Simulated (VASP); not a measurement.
Input of a VASP 6.6.1 run:

Contents of INCAR:

```
SYSTEM = Cs
PREC     = Accurate       ! precision mode
ENCUT    = 600            ! plane-wave cutoff, eV
EDIFF    = 1E-6           ! SCF threshold, eV
ISMEAR   = -1             ! smearing method
SIGMA    = 0.1            ! smearing width, eV
LREAL    = .FALSE.        ! projectors in reciprocal space
LASPH    = .TRUE.         ! aspherical terms in the spheres
NELM     = 60             ! most SCF steps
ALGO     = Normal         ! electronic algorithm
ISIF     = 4              ! what is computed and relaxed
LWAVE    = .FALSE.        ! write WAVECAR
LCHARG   = .FALSE.        ! write CHGCAR
GGA      = CA             ! functional
IBRION   = 2              ! ionic algorithm
NSW      = 50             ! ionic steps
EDIFFG   = -0.005         ! ionic threshold
```

File KPOINTS:

```
Automatic mesh
0
G
  9 9 5
  0 0 0
```

File POSCAR:

```
Cs
1.0
    4.5749658755      0.0000000000      0.0000000000
   -2.2874829378      3.9620366696      0.0000000000
    0.0000000000      0.0000000000      7.4114447182
Cs
2
Direct
    0.3333333333      0.6666666667      0.2500000000
    0.6666666667      0.3333333333      0.7500000000
```

Potentials or basis: VASP PAW LDA potentials, release 64 (Cs_sv).

Command:

```console
$ cat potpaw_LDA.64/Cs_sv/POTCAR > POTCAR
$ mpirun -np 1 vasp_std > vasp.out
```

Question: Estimate the band gap on the k mesh.

Answer: Zero (band 9 reaches 2.77 eV, above the bottom of band 10 at 1.19 eV).

Final structure:
```
Cs
1.0
     4.56761    0.00000    0.00000
    -2.28380    3.95567    0.00000
     0.00000    0.00000    7.43534
Cs
2
Direct
  0.33333 0.66667 0.25000
  0.66667 0.33333 0.75000
```

Caveat: spin-orbit coupling is left out, which moves the levels of the heavy elements.
